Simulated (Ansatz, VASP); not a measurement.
## Two plane-wave programs on C

File INCAR:

```
SYSTEM = C
PREC     = Accurate       ! precision mode
ENCUT    = 600            ! plane-wave cutoff, eV
EDIFF    = 1E-7           ! SCF threshold, eV
ISMEAR   = 0              ! smearing method
SIGMA    = 0.01           ! smearing width, eV
LREAL    = .FALSE.        ! projectors in reciprocal space
LASPH    = .TRUE.         ! aspherical terms in the spheres
NELM     = 120            ! most SCF steps
ALGO     = Normal         ! electronic algorithm
ISIF     = 3              ! what is computed and relaxed
LWAVE    = .FALSE.        ! write WAVECAR
LCHARG   = .FALSE.        ! write CHGCAR
GGA      = RP             ! functional
IBRION   = 2              ! ionic algorithm
NSW      = 80             ! ionic steps
EDIFFG   = -0.02          ! ionic threshold
GGA_COMPAT= .FALSE.      
NELMIN   = 4
```

KPOINTS

```
Automatic mesh
0
G
  10 10 10
  0 0 0
```

File POSCAR:

```
C
1.0
    0.0000000000      1.7833700000      1.7833700000
    1.7833700000      0.0000000000      1.7833700000
    1.7833700000      1.7833700000      0.0000000000
C
2
Direct
    0.5000000000      0.5000000000      0.5000000000
    0.7500000000      0.7500000000      0.7500000000
```

Input for Ansatz:

```yaml
crystal:
  lattice:
    bravais: fcc
    a: 3.56674
  space_group: 227
  setting:
    origin_choice: 1
  atoms:
    - { symbol: C, position: [0.0, 0.0, 0.5] }
  reduce_to_primitive: true
kpoints:
  mp_grid:
    grid: [10, 10, 10]
hamiltonian:
  xc: rpbe
  dispersion: none
scf:
  convergence:
    dr2_threshold: 1.0e-08
  occupations:
    method: fixed
relax:
  f_tol: 0.02
  cell: {}
```

Alike in both runs: task relaxation of cell and atoms; functional RPBE; k mesh 10 × 10 × 10; no spin polarisation.

```csv
,VASP,Ansatz
version,VASP 6.6.1,Ansatz 0.2.0
potentials or method,"VASP PAW PBE potentials, release 64 (C)","plane waves, PAW"
plane-wave cutoff (eV),600,420
occupations,"gaussian, width 0.01 eV",fixed
valence electrons in the cell,8,8
```

Ansatz gave:

```
relaxed volume (Å³/atom)                                     : 5.78
relaxed cell length with the largest relative difference (Å) : 2.538
```

**Question.** Which values does VASP return?

**Answer.** Relaxed volume (Å³/atom): 5.77; relaxed cell length with the largest relative difference (Å): 2.537.

VASP's potentials were made for PBE, not for RPBE. Ansatz's warnings: stress scf threshold loose.
